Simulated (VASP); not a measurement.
# MoS2 in VASP: notebook, part 2 of 2

VASP 6.6.1. The steps go on from the part before.

### 4 Single point, PBE+D3(BJ) (atom 3 (S) moved by (-0.100, +0.200) A along x and y)

The input, INCAR:

```
SYSTEM = MoS2
PREC     = Accurate       ! precision mode
ENCUT    = 520            ! plane-wave cutoff, eV
EDIFF    = 1E-6           ! SCF threshold, eV
ISMEAR   = 0              ! smearing method
SIGMA    = 0.05           ! smearing width, eV
LREAL    = .False.        ! projectors in reciprocal space
LASPH    = .True.         ! aspherical terms in the spheres
NELM     = 100            ! most SCF steps
ALGO     = Normal         ! electronic algorithm
ISIF     = 2              ! what is computed and relaxed
LWAVE    = .False.        ! write WAVECAR
LCHARG   = .False.        ! write CHGCAR
GGA      = PE             ! functional
IVDW     = 12             ! dispersion correction
NBANDS   = 35             ! bands
```

The input, KPOINTS:

```
regular mesh
0
Gamma
  12 12 4
  0 0 0
```

The input, POSCAR:

```
MoS2
1.0
    3.1493511256      0.0000000000      0.0000000000
   -1.5746755628      2.7274180802      0.0000000000
    0.0000000000      0.0000000000     12.0907538840
Mo S
2 4
Direct
    0.3333333333      0.6666666667      0.2500000000
    0.6666666667      0.3333333333      0.7500000000
    0.3382454734      0.7399960918      0.6204905688
    0.6666666667      0.3333333333      0.1204905688
    0.3333333333      0.6666666667      0.8795094312
    0.6666666667      0.3333333333      0.3795094312
```

Potentials or basis: VASP PAW PBE potentials, release 64 (Mo_sv, S).

Command:

```
$ cat potpaw_PBE.64/Mo_sv/POTCAR potpaw_PBE.64/S/POTCAR > POTCAR
$ mpirun -np 1 vasp_std > vasp.out
```

OUTCAR:

```text
SYSTEM = MoS2
   PREC = Accurate
   ENCUT = 520
   EDIFF = 1E-6
   ISMEAR = 0
   LREAL = .False.
   LASPH = .True.
   NELM = 100
   ISIF = 2
   GGA = PE
   IVDW = 12
 IVDW          = 12

 ion  position               nearest neighbor table
   1  0.333  0.667  0.250-   4 2.40   6 2.40   4 2.40   6 2.40   4 2.40   6 2.40
   2  0.667  0.333  0.750-   3 2.25   5 2.40   5 2.40   5 2.40   3 2.42   3 2.55
   3  0.338  0.740  0.620-   2 2.25   2 2.42   2 2.55
   4  0.667  0.333  0.120-   1 2.40   1 2.40   1 2.40
   5  0.333  0.667  0.880-   2 2.40   2 2.40   2 2.40
   6  0.667  0.333  0.380-   1 2.40   1 2.40   1 2.40

  LATTYP: Found a hexagonal cell.
 ALAT       =     3.1493511256
 C/A-ratio  =     3.8391253950

  Lattice vectors:

 A1 = (   3.1493511256,   0.0000000000,   0.0000000000)
 A2 = (  -1.5746755628,   2.7274180802,   0.0000000000)
 A3 = (   0.0000000000,   0.0000000000,  12.0907538840)

Analysis of symmetry for initial positions (statically):
=====================================================================
 Subroutine PRICEL returns:
 Original cell was already a primitive cell.

 Routine SETGRP: Setting up the symmetry group for a
 hexagonal supercell.

 Subroutine GETGRP returns: Found  1 space group operations
 (whereof  1 operations were pure point group operations)
 out of a pool of 24 trial point group operations.

The static configuration has the point symmetry C_1 .

Analysis of symmetry for dynamics (positions and initial velocities):
=====================================================================
 Subroutine PRICEL returns:
 Original cell was already a primitive cell.

 Routine SETGRP: Setting up the symmetry group for a
 hexagonal supercell.

 Subroutine GETGRP returns: Found  1 space group operations
 (whereof  1 operations were pure point group operations)
 out of a pool of 24 trial point group operations.

The dynamic configuration has the point symmetry C_1 .

 Subroutine INISYM returns: Found  1 space group operations
 (whereof  1 operations are pure point group operations),
 and found     1 'primitive' translations

----------------------------------------------------------------------------------------

                                     Primitive cell

  volume of cell :     103.8547

  direct lattice vectors                    reciprocal lattice vectors
     3.149351126  0.000000000  0.000000000     0.317525725  0.183323563  0.000000000
    -1.574675563  2.727418080  0.000000000     0.000000000  0.366647126  0.000000000
     0.000000000  0.000000000 12.090753884     0.000000000  0.000000000  0.082707829

  length of vectors
     3.149351126  3.149351126 12.090753884     0.366647126  0.366647126  0.082707829

  position of ions in fractional coordinates (direct lattice)
     0.333333333  0.666666667  0.250000000
     0.666666667  0.333333333  0.750000000
     0.338245473  0.739996092  0.620490569
     0.666666667  0.333333333  0.120490569
     0.333333333  0.666666667  0.879509431
     0.666666667  0.333333333  0.379509431

  ion indices of the primitive-cell ions
   primitive index   ion index
                 1           1
                 2           2
                 3           3
                 4           4
                 5           5
                 6           6

----------------------------------------------------------------------------------------

 KPOINTS: regular mesh

Automatic generation of k-mesh.
 Grid dimensions read from file:
 generate k-points for:   12   12    4

 Generating k-lattice:

  Cartesian coordinates                     Fractional coordinates (reciprocal lattice)
     0.026460477  0.015276964  0.000000000     0.083333333  0.000000000  0.000000000
     0.000000000  0.030553927  0.000000000     0.000000000  0.083333333  0.000000000
     0.000000000  0.000000000  0.020676957     0.000000000  0.000000000  0.250000000

  Length of vectors
     0.030553927  0.030553927  0.020676957

  Shift w.r.t. Gamma in fractional coordinates (k-lattice)
     0.000000000  0.000000000  0.000000000

 Subroutine IBZKPT returns following result:
 ===========================================

 Found    292 irreducible k-points:

 Following reciprocal coordinates:
            Coordinates               Weight
  0.000000  0.000000  0.000000      1.000000
  0.083333 -0.000000  0.000000      2.000000
  0.000000  0.083333  0.000000      2.000000
 -0.083333  0.083333  0.000000      2.000000
  0.166667  0.000000  0.000000      2.000000
  0.000000  0.166667  0.000000      2.000000
[... 16 lines left out ...]
  0.166667  0.083333  0.000000      2.000000
 -0.083333  0.250000  0.000000      2.000000
 [... further k-points ...]
   k-points           NKPTS =    292   k-points in BZ     NKDIM =    292   number of bands    NBANDS=     35
   number of dos      NEDOS =    301   number of ions     NIONS =      6
   total plane-waves  NPLWV =  51840
   dimension x,y,z NGX =    24 NGY =   24 NGZ =   90
   dimension x,y,z NGXF=    48 NGYF=   48 NGZF=  180
   ions per type =               2   4
   NGX,Y,Z   is equivalent  to a cutoff of  12.67, 12.67, 12.37 a.u.
   NGXF,Y,Z  is equivalent  to a cutoff of  25.34, 25.34, 24.75 a.u.
 SYSTEM =  MoS2
   PREC   = accura    normal or accurate (medium, high low for compatibility)
   ISTART =      0    job   : 0-new  1-cont  2-samecut
   ICHARG =      2    charge: 1-file 2-atom 10-const
   ISPIN  =      1    spin polarized calculation?
   LNONCOLLINEAR =      F non collinear calculations
   LSORBIT =      F    spin-orbit coupling
   LASPH  =      T    aspherical Exc in radial PAW
   ENCUT  =  520.0 eV  38.22 Ry    6.18 a.u.   5.86  5.86 22.48*2*pi/ulx,y,z
   NELM   =    100;   NELMIN=  2; NELMDL= -5     # of ELM steps
   EDIFF  = 0.1E-05   stopping-criterion for ELM
   LREAL  =      F    real-space projection
[... 7 lines left out ...]
   TEBEG  =    0.0;   TEEND  =   0.0 temperature during run
   PSTRESS=    0.0 pullay stress
   NELECT =      52.0000    total number of electrons
   NUPDOWN=      -1.0000    fix difference up-down
   EMIN   =  10.00;   EMAX   =-10.00  energy-range for DOS
   EFERMI =   0.00;   METHOD = LEGACY
   ISMEAR =     0;   SIGMA  =   0.05  broadening in eV -4-tet -1-fermi 0-gaus
   EFERMI_NEDOS =   21; number of points for ismear=-14 and -15
   IALGO  =     38    algorithm
   IMIX   =      4    mixing-type and parameters
     AMIX     =   0.40;   BMIX     =  1.00
     AMIX_MAG =   1.60;   BMIX_MAG =  1.00
  volume/ion in A,a.u.               =      17.31       116.81
  Fermi-wavevector in a.u.,A,eV,Ry     =   1.299972  2.456590 22.992844  1.689926
  Thomas-Fermi vector in A             =   2.431201
   LORBIT       =      0    0 simple, 1 ext, 2 COOP (PROOUT), +10 PAW based schemes
   GGA     = PE    functional components
   LHFCALC =     F    Hartree Fock is set to
   AEXX    =    0.0000 exact exchange contribution
   IVDW    =    12    specifies the selected vdW correction
   LEPSILON=     F    determine dielectric tensor
   LRPA    =     F    only Hartree local field effects (RPA)
 non-spin polarized calculation
 Gauss-broadening in eV      SIGMA  =   0.05
  energy-cutoff  :      520.00
  volume of cell :      103.85
 maximum number of plane-waves:      2820
   NGX = 11   NGY = 11   NGZ = 45

 number of electron      52.0000003 magnetization

 Free energy of the ion-electron system (eV)
  ---------------------------------------------------
  ext. energy  EPLUGINS =         0.00000000
  ---------------------------------------------------
  free energy    TOTEN  =       -43.29739402 eV

  energy without entropy =      -43.29739402  energy(sigma->0) =      -43.29739402

 E-fermi :   8.2504     XC(G=0): -11.0129

 val. band max:        7.9511995060   @ k =   0.0000   0.0000   0.0000
 cond. band min:       8.7064665533   @ k =  -0.3333   0.1667   0.0000
 fundamental gap:      0.7552670473
 Fermi energy:         8.2503805156

 k-point     1 :       0.0000    0.0000    0.0000
  band No.  band energies     occupation
      1     -53.5943      2.00000
      2     -53.5786      2.00000
      3     -27.7634      2.00000
      4     -27.7583      2.00000
      5     -27.5177      2.00000
      6     -27.5167      2.00000
[... 901 lines left out ...]
     34      11.2899      0.00000
     35      15.7206      0.00000

 [... further k-points ...]

------------------------ aborting loop because EDIFF is reached ----------------------------------------

 Edisp (eV)   -2.62509

 E8    (eV) :    -1.0585

  FORCE on cell =-STRESS in cart. coord.  units (eV):
  Direction    XX          YY          ZZ          XY          YZ          ZX
  --------------------------------------------------------------------------------------
  -------------------------------------------------------------------------------------
  Total      -0.41875     0.90539     0.80554     0.37490     3.10814    -0.93333
  in kB      -6.46014    13.96748    12.42714     5.78366    47.94952   -14.39860
  external pressure =        6.64 kB  Pullay stress =        0.00 kB

 VOLUME and BASIS-vectors are now :
 -----------------------------------------------------------------------------
  energy-cutoff  :      520.00
  volume of cell :      103.85
      direct lattice vectors                 reciprocal lattice vectors
     3.149351126  0.000000000  0.000000000     0.317525725  0.183323563  0.000000000
    -1.574675563  2.727418080  0.000000000     0.000000000  0.366647126  0.000000000
     0.000000000  0.000000000 12.090753884     0.000000000  0.000000000  0.082707829

 POSITION                                       TOTAL-FORCE (eV/Angst)
 -----------------------------------------------------------------------------------
     -0.00000      1.81828      3.02269        -0.004708      0.012551      0.002613
      1.57468      0.90914      9.06807        -0.805996      2.132019      0.561950
     -0.10000      2.01828      7.50220         0.722834     -2.118921     -0.568647
      1.57468      0.90914      1.45682         0.002001     -0.005773      0.013105
     -0.00000      1.81828     10.63393         0.091602     -0.037510      0.006564
      1.57468      0.90914      4.58856        -0.005733      0.017635     -0.015584
 -----------------------------------------------------------------------------------
    total drift:                               -0.000043      0.000165      0.000088

  FREE ENERGIE OF THE ION-ELECTRON SYSTEM (eV)
  ---------------------------------------------------
  free  energy   TOTEN  =       -45.9224880831 eV

  energy  without entropy=      -45.9224880831  energy(sigma->0) =      -45.92248808
```

Wall time 25 min (1 thread of Oxide Virtual Turin-like, shared host); peak memory 0.8 GiB.

What came out:

* Free energy: -45.9225 eV
* Pressure: 0.7 GPa
* Largest force: 2.348 eV/Å
* Band gap on the k mesh: 0.76 eV (least direct gap 1.44 eV)
* Dispersion energy per atom: -0.438 eV

Forces in eV/Å, atoms in the order of the input:
```
Mo  -0.005  0.013  0.003
Mo  -0.806  2.132  0.562
S    0.723 -2.119 -0.569
S    0.002 -0.006  0.013
S    0.092 -0.038  0.007
S   -0.006  0.018 -0.016
```

Levels at points of the mesh, in eV from the valence-band top:
```
           k point  band 24  band 25  band 26  band 27  band 28  band 29
(0.00, 0.00, 0.00)    -1.26    -1.07     0.00     1.44     2.00     2.10
(0.50, 0.00, 0.00)    -1.65    -1.42    -1.00     1.60     1.66     1.98
(0.00, 0.50, 0.00)    -1.64    -1.44    -1.28     1.54     1.65     2.00
(0.50, 0.50, 0.00)    -1.60    -1.41    -1.07     1.63     1.70     1.97
(0.00, 0.00, 0.50)    -1.66    -0.29    -0.24     1.44     1.99     2.10
(0.50, 0.00, 0.50)    -1.66    -1.41    -1.01     1.61     1.64     2.15
(0.00, 0.50, 0.50)    -1.66    -1.40    -1.34     1.54     1.64     2.16
(0.50, 0.50, 0.50)    -1.66    -1.42    -1.07     1.64     1.68     2.14
```

Caveat: the cell differs from its parent crystal (atom 3 (S) moved by (-0.100, +0.200) A along x and y); forces of over 1 eV/Å act on the atoms, so gaps and moduli don't describe the material at rest. A k mesh can miss the band edges.

### 5 Single point, PBE+D3(BJ) (atom 3 (S) moved by (-0.100, +0.100) A along x and y)

The input, INCAR:

```
SYSTEM = MoS2
PREC = Accurate ; ENCUT = 520
EDIFF = 1E-6 ; ISMEAR = 0
SIGMA = 0.05 ; LREAL = .FALSE.
LASPH = .TRUE. ; NELM = 60
ALGO = Normal ; ISIF = 2
LWAVE = .FALSE. ; LCHARG = .TRUE.
GGA = PE ; IVDW = 12
LELF = .TRUE. ; LVHAR = .TRUE.
NBANDS = 35
```

The input, KPOINTS:

```
regular mesh
0
G
  12 12 4
  0 0 0
```

Edit POSCAR of step 4 so:

```diff
@@ -10,3 +10,3 @@
     0.6666666667      0.3333333333      0.7500000000
-    0.3382454734      0.7399960918      0.6204905688
+    0.3199131171      0.7033313792      0.6204905688
     0.6666666667      0.3333333333      0.1204905688
```

Command:

```
$ cat potpaw_PBE.64/Mo_sv/POTCAR potpaw_PBE.64/S/POTCAR > POTCAR
$ mpirun -np 1 vasp_std > vasp.out
```

Run time: 21 min. Hardware: 1 thread of Oxide Virtual Turin-like, shared host; peak memory 0.79 GiB.

It converged, with:

| Quantity | Value |
| --- | --- |
| Free energy | -46.0765 eV |
| Pressure | 0.1 GPa |
| Largest force | 1.373 eV/Å |
| Band gap on the k mesh | 0.77 eV (least direct gap 1.69 eV) |
| Dispersion energy per atom | -0.437 eV |

Forces in eV/Å, atoms in the order of the input:
```
Mo  -0.005  0.006  0.001
Mo  -0.911  1.007  0.202
S    0.854 -0.977 -0.197
S    0.002 -0.003  0.013
S    0.067 -0.041 -0.005
S   -0.007  0.008 -0.014
```

Stress tensor (GPa, compression positive):
```
-0.47  0.55 -1.80
 0.55  0.58  2.15
-1.80  2.15  0.31
```

Levels at points of the mesh, in eV from the valence-band top:
| k point | band 24 | band 25 | band 26 | band 27 | band 28 | band 29 |
| --- | --- | --- | --- | --- | --- | --- |
| (0.00, 0.00, 0.00) | -1.26 | -1.09 | 0.00 | 1.69 | 2.09 | 2.11 |
| (0.50, 0.00, 0.00) | -1.63 | -1.43 | -1.20 | 1.60 | 1.66 | 1.99 |
| (0.00, 0.50, 0.00) | -1.62 | -1.44 | -1.28 | 1.59 | 1.66 | 2.00 |
| (0.50, 0.50, 0.00) | -1.55 | -1.42 | -1.23 | 1.63 | 1.71 | 1.98 |
| (0.00, 0.00, 0.50) | -1.84 | -0.27 | -0.25 | 1.69 | 2.06 | 2.10 |
| (0.50, 0.00, 0.50) | -1.65 | -1.40 | -1.23 | 1.62 | 1.64 | 2.16 |
| (0.00, 0.50, 0.50) | -1.65 | -1.39 | -1.32 | 1.59 | 1.64 | 2.16 |
| (0.50, 0.50, 0.50) | -1.65 | -1.41 | -1.24 | 1.64 | 1.69 | 2.15 |

Caveat: the cell differs from its parent crystal (atom 3 (S) moved by (-0.100, +0.100) A along x and y); forces of over 1 eV/Å act on the atoms, so gaps and moduli don't describe the material at rest. A k mesh can miss the band edges.

### 6 Single point, PBE+D3(BJ) (atom 3 (S) moved by (-0.100, -0.200) A along x and y)

The input, INCAR:

```
PREC = Accurate ; ENCUT = 520
EDIFF = 1E-6 ; ISMEAR = 0
SIGMA = 0.05 ; LREAL = F
LASPH = T ; NELM = 100
ALGO = Normal ; ISIF = 2
LWAVE = F ; LCHARG = T
GGA = PE ; IVDW = 12
LELF = T ; LVHAR = T
NBANDS = 35
```

The input, KPOINTS:

```
regular mesh
0
Gamma
  12 12 4
```

Edit POSCAR of step 5 so:

```diff
@@ -10,3 +10,3 @@
     0.6666666667      0.3333333333      0.7500000000
-    0.3199131171      0.7033313792      0.6204905688
+    0.2649160482      0.5933372415      0.6204905688
     0.6666666667      0.3333333333      0.1204905688
```

Potentials or basis: VASP PAW PBE potentials, release 64 (Mo_sv, S).

Command:

```
$ cat potpaw_PBE.64/Mo_sv/POTCAR potpaw_PBE.64/S/POTCAR > POTCAR
$ mpirun -np 1 vasp_std > vasp.out
```

Wall time 20 min (1 thread of Oxide Virtual Turin-like, shared host); peak memory 0.8 GiB.

It converged, with:

| Property | Result |
| --- | --- |
| Free energy | -45.9306 eV |
| Pressure | 0.6 GPa |
| Largest force | 2.259 eV/Å |
| Band gap on the k mesh | 0.76 eV (least direct gap 1.43 eV) |
| Dispersion energy per atom | -0.438 eV |

Forces in eV/Å, atoms in the order of the input:
```
Mo  -0.007 -0.011  0.003
Mo  -1.184 -1.849  0.530
S    1.213  1.753 -0.537
S    0.003  0.005  0.013
S   -0.014  0.117  0.007
S   -0.010 -0.014 -0.015
```

Stress tensor (GPa, compression positive):
```
 1.45  0.48 -2.83
 0.48 -0.73 -3.75
-2.83 -3.75  1.17
```

Levels at points of the mesh, in eV from the valence-band top:
| k point | band 24 | band 25 | band 26 | band 27 | band 28 | band 29 |
| --- | --- | --- | --- | --- | --- | --- |
| (0.00, 0.00, 0.00) | -1.26 | -1.07 | 0.00 | 1.43 | 2.00 | 2.10 |
| (0.50, 0.00, 0.00) | -1.65 | -1.43 | -1.25 | 1.54 | 1.65 | 2.00 |
| (0.00, 0.50, 0.00) | -1.58 | -1.41 | -1.09 | 1.63 | 1.70 | 1.97 |
| (0.50, 0.50, 0.00) | -1.65 | -1.42 | -1.01 | 1.59 | 1.65 | 1.99 |
| (0.00, 0.00, 0.50) | -1.65 | -0.29 | -0.24 | 1.43 | 2.00 | 2.10 |
| (0.50, 0.00, 0.50) | -1.66 | -1.39 | -1.29 | 1.55 | 1.64 | 2.16 |
| (0.00, 0.50, 0.50) | -1.66 | -1.42 | -1.09 | 1.64 | 1.69 | 2.14 |
| (0.50, 0.50, 0.50) | -1.66 | -1.41 | -1.02 | 1.60 | 1.64 | 2.15 |

Caveat: the cell differs from its parent crystal (atom 3 (S) moved by (-0.100, -0.200) A along x and y); forces of over 1 eV/Å act on the atoms, so gaps and moduli don't describe the material at rest. A k mesh can miss the band edges.

### 7 The runs side by side

```tsv
cell	gap on the mesh (eV)	pressure (GPa)	largest force (eV/Å)
as given, atomic positions A	0.76	0.6	2.24
as given, atomic positions B	0.77	0.4	1.85
as given, atomic positions C	0.76	0.7	2.35
as given, atomic positions D	0.77	0.1	1.37
as given, atomic positions E	0.76	0.6	2.26
```

Alike in all rows: task single point; level PBE+D3(BJ); potentials or basis VASP PAW PBE potentials, release 64 (Mo_sv, S); no spin polarisation; k mesh 12 × 12 × 4; cutoff (eV) 520; smearing gaussian 0.05 eV.

Caveats: forces of over 1 eV/Å act on the atoms, so gaps and moduli don't describe the material at rest.

Total energies depend on the potentials used, so only differences within one code and one set of settings carry meaning.
